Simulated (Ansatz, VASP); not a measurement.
**CaO in VASP and in Ansatz**

```
Ca O
1.0
     0.00000    2.39755    2.39755
     2.32562    0.00000    2.39755
     2.32562    2.39755    0.00000
Ca O
1 1
Direct
  0.00000 0.00000 0.00000
  0.50000 0.50000 0.50000
```

Change from the starting cell: uniaxial_x strain -3.0%.

Alike in both runs: task single point; functional PBE; k mesh 10 × 10 × 10; occupations fermi-dirac, width 0.02 eV; no spin polarisation.

```csv
,VASP,Ansatz
version,VASP 6.6.1,Ansatz 0.2.0
potentials or method,"VASP PAW PBE potentials, release 64 (Ca_sv, O)","plane waves, PAW"
plane-wave cutoff (eV),520,420
valence electrons in the cell,16,16
```

Ansatz gave:

```
gap on the k mesh at the Fermi level (eV)                     : 3.52
pressure (GPa)                                                : 6.5
traceless stress, the component that is largest in VASP (GPa) : 4.13
```

What did VASP give for the same quantities?

gap on the k mesh at the Fermi level (eV): 3.49; pressure (GPa): 7.2; traceless stress, the component that is largest in VASP (GPa): 4.30.

The functional is the same, so the differences come from potentials, cutoffs and numerics.
